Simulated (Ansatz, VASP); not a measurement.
# Ag in VASP and in Ansatz

INCAR

```
SYSTEM = Ag
  PREC = Accurate
  ENCUT = 520
  EDIFF = 1E-7
  ISMEAR = 0
  SIGMA = 0.15
  LREAL = .False.
  LASPH = .True.
  NELM = 60
  ALGO = Normal
  ISIF = 2
  LWAVE = .False.
  LCHARG = .False.
  GGA = PE
  NBANDS = 12
```

Contents of KPOINTS:

```
regular mesh
0
Gamma
  10 10 10
  0 0 0
```

Contents of POSCAR:

```
Ag
1.0
    0.0000000000      2.0431000000      2.2218712500
    2.0431000000      0.0000000000      2.2218712500
    2.0431000000      2.0431000000      0.0000000000
Ag
1
Direct
    0.0000000000      0.0000000000      0.0000000000
```

Input for Ansatz:

```yaml
crystal:
  lattice:
    - [0.0, 2.0431, 2.22187125]
    - [2.0431, 0.0, 2.22187125]
    - [2.0431, 2.0431, 0.0]
  atoms:
    - { symbol: Ag, position: [0.0, 0.0, 0.0] }
basis:
  ecutwfc: 420
kpoints:
  mp_grid: { grid: [10, 10, 10] }
hamiltonian:
  xc: pbe
scf:
  occupations: { method: gaussian, width: 0.15 }
output:
  forces: true
  stress: true
  eigenvalues: true
```

Change from the starting cell: strain +0.0875 x Voigt [0, 0, 1, 0, 0, 0], atoms carried along.

Alike in both runs: task single point; functional PBE; k mesh 10 × 10 × 10; occupations gaussian, width 0.15 eV; no spin polarisation.

|  | VASP | Ansatz |
| --- | --- | --- |
| version | VASP 6.6.1 | Ansatz 0.2.0 |
| potentials or method | VASP PAW PBE potentials, release 64 (Ag), cutoff 520 eV | scalar-relativistic, plane waves, PAW |
| valence electrons in the cell | 11 | 19 |

|  | VASP | Ansatz | Ansatz less VASP |
| --- | --- | --- | --- |
| gap on the k mesh at the Fermi level (eV) | none | none | - |
| pressure (GPa) | -2.8 | -2.7 | +0.08 |
| traceless stress, the component that is largest in VASP (GPa) | -1.33 | -1.33 | +0.003 |

A gap of «none» marks a metal or a gap that the smearing closes. VASP's potentials hold 11 valence electrons a cell and Ansatz's 19, so a difference there can come from the potentials and not from the codes.
